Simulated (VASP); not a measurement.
Input of a VASP 6.6.1 run:

File INCAR:

```
PREC = Accurate
ENCUT = 500
EDIFF = 1E-6
ISMEAR = 0
SIGMA = 0.2
LREAL = False
LASPH = True
NELM = 200
ALGO = Normal
ISIF = 2
LWAVE = False
LCHARG = False
GGA = PE
NBANDS = 40
GGA_COMPAT = False
LMAXMIX = 6
```

File KPOINTS:

```
regular mesh
0
Gamma
  6 6 4
```

Contents of POSCAR:

```
TmB3Au
1.0
    5.0706466155      0.0000000000      0.0000000000
   -2.5353233077      4.3913087826      0.0000000000
    0.0000000000      0.0000000000      5.4311464451
Tm B Au
2 6 2
Direct
    0.3333333333      0.6666666667      0.7500000000
    0.6666666667      0.3333333333      0.2500000000
    0.2237067775      0.7762932225      0.2500000000
    0.4474135551      0.2237067775      0.7500000000
    0.2237067775      0.4474135551      0.2500000000
    0.7762932225      0.2237067775      0.7500000000
    0.5525864449      0.7762932225      0.2500000000
    0.7762932225      0.5525864449      0.7500000000
    0.0000000000      0.0000000000      0.0000000000
    0.0000000000      0.0000000000      0.5000000000
```

Potentials or basis: VASP PAW PBE potentials, release 64 (Tm_3, B, Au), 4f in core.

Launch:

```console
$ cat potpaw_PBE.64/Tm_3/POTCAR potpaw_PBE.64/B/POTCAR potpaw_PBE.64/Au/POTCAR > POTCAR
$ mpirun -np 1 vasp_std > vasp.out
```

(1) What does it give for the largest force?

(2) What does it give for the band gap on the k mesh?

## Answers

(1) 0.025 eV/Å.

(2) zero (bands 29 and 30 overlap by 2.28 eV).

Caveat: spin-orbit coupling is left out, which moves the levels of the heavy elements; the 4f electrons are frozen in the core, so they carry no moment and show no levels.
